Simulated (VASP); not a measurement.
The system is HfO2.

```
Hf O
1.0
     3.55802    0.00000    0.00000
     0.00000    3.55802    0.00000
     0.00000    0.00000    5.17186
Hf O
2 4
Cartesian
  0.0000 0.0000 0.0000
  1.7790 1.7790 2.5859
  0.0000 1.7790 1.0199
  1.7790 0.0000 1.5660
  1.7790 0.0000 4.1519
  0.0000 1.7790 3.6059
```

```yaml
Program: VASP 6.6.1
Task: relaxation of cell and atoms
Functional: RPBE
Dispersion: D3(BJ)
Potentials_or_basis: VASP PAW PBE potentials, release 64 (Hf_pv, O)
Cutoff: 600 eV
k_mesh: 8 × 8 × 5
Occupations: fermi-dirac, width 0.05 eV
Spin: no spin polarisation
```

At the start: pressure -11.5 GPa; volume 10.91 Å³/atom.

Q: How do energy, volume and symmetry change on relaxing?

A: Over 10 steps the energy falls by 32.1 meV/atom and the volume is 10.24 Å³/atom (-6.2 %); space group P4_2/nmc (No. 137, to 0.1 Å) before and after.

Step by step:
```
step  energy change (eV)  largest force (eV/Å)  pressure (GPa)  volume (Å³)
   1              0.0000                0.1610          -11.51        65.47
   2              0.1651                0.8628           23.23        58.32
   3             -0.1117                0.4184            0.12        62.57
   4             -0.1117                0.4236            0.35        62.52
   5             -0.1421                0.3399            0.38        62.24
   6             -0.1732                0.1511            1.26        61.39
   7             -0.1901                0.0329           -0.64        61.63
   8             -0.1914                0.0043           -1.30        61.71
   9             -0.1922                0.0036            0.95        61.22
  10             -0.1929                0.0004            0.03        61.42
```

Final structure:
```
Hf O
1.0
     3.50522    0.00000    0.00000
     0.00000    3.50522    0.00000
     0.00000    0.00000    4.99933
Hf O
2 4
Direct
  0.00000 0.00000 0.00000
  0.50000 0.50000 0.50000
  0.00000 0.50000 0.21843
  0.50000 0.00000 0.28157
  0.50000 0.00000 0.78157
  0.00000 0.50000 0.71843
```

Caveat: the PAW data sets were made with another functional, which shifts forces and pressure a little.
